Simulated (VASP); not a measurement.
CdSe: single point with LDA

CdSe:

```
CELL_PARAMETERS angstrom
0.00000 2.97403 2.97403
2.97403 0.00000 2.97403
2.97403 2.97403 0.00000
ATOMIC_POSITIONS crystal
Cd 0.00000 0.00000 0.00000
Se 0.25000 0.25000 0.25000
```

This cell differs from its parent crystal: strained cell.

- Program: VASP 6.6.1
- Task: single point
- Functional: LDA
- Potentials or basis: VASP PAW LDA potentials, release 64 (Cd, Se)
- Cutoff: 500 eV
- k mesh: 10 × 10 × 10
- Occupations: gaussian, width 0.02 eV
- Spin: no spin polarisation
- Dipole correction: no
- Further INCAR settings: ALGO = Normal; EDIFF = 1e-06; NBANDS = 16

| Quantity | Value |
| --- | --- |
| Pressure | 2.4 GPa |
| Band gap on the k mesh | 0.50 eV |

Levels at points of the mesh, in eV from the valence-band top:
```
           k point  band 5  band 6  band 7  band 8  band 9  band 10  band 11  band 12  band 13  band 14
(0.00, 0.00, 0.00)   -7.76   -7.76    0.00    0.00    0.00     0.50     5.79     5.79     5.79     9.77
(0.50, 0.00, 0.00)   -7.73   -7.41   -4.89   -0.87   -0.87     2.27     6.33     6.33     7.37    10.00
(0.50, 0.50, 0.00)   -7.68   -7.34   -4.48   -2.13   -2.13     2.81     3.66     9.22    10.43    10.43
```

Run time: 48 s on 1 thread of Intel Xeon 8259CL, with other jobs on the host, peak memory 0.15 GiB.

Caveat: the cell differs from its parent crystal (strained cell); semilocal functionals underestimate gaps, and a narrow one can read as zero.
